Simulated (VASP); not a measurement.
A run of VASP 6.6.1 is set up as follows.

Contents of INCAR:

```
SYSTEM = ZnS
ALGO = Normal
EDIFF = 1E-7
ENCUT = 520
GGA = PE
ISIF = 2
ISMEAR = 0
LASPH = .True.
LCHARG = .False.
LREAL = .False.
LWAVE = .False.
NBANDS = 26
NELM = 60
PREC = Accurate
SIGMA = 0.05
```

KPOINTS

```
k-points
0
Gamma
  12 12 6
  0 0 0
```

The input POSCAR:

```
ZnS
1.0
    3.4918669901      0.0000000000      0.0000000000
   -1.7459334950      3.0240455200      0.0000000000
    0.0000000000      0.0000000000      7.4255569427
Zn S
2 2
Direct
    0.3333333333      0.6666666667      0.0000000000
    0.6666666667      0.3333333333      0.5000000000
    0.3333333333      0.6666666667      0.3850000000
    0.6666666667      0.3333333333      0.8850000000
```

Potentials or basis: VASP PAW PBE potentials, release 64 (Zn, S).

The run is started by

```console
$ cat potpaw_PBE.64/Zn/POTCAR potpaw_PBE.64/S/POTCAR > POTCAR
$ mpirun -np 1 vasp_std > vasp.out
```

(1) Estimate the pressure.

(2) Predict the largest force.

(3) Estimate the band gap on the k mesh.

Answers

(1) 11.7 GPa.

(2) 0.836 eV/Å.

(3) 0.90 eV, direct.
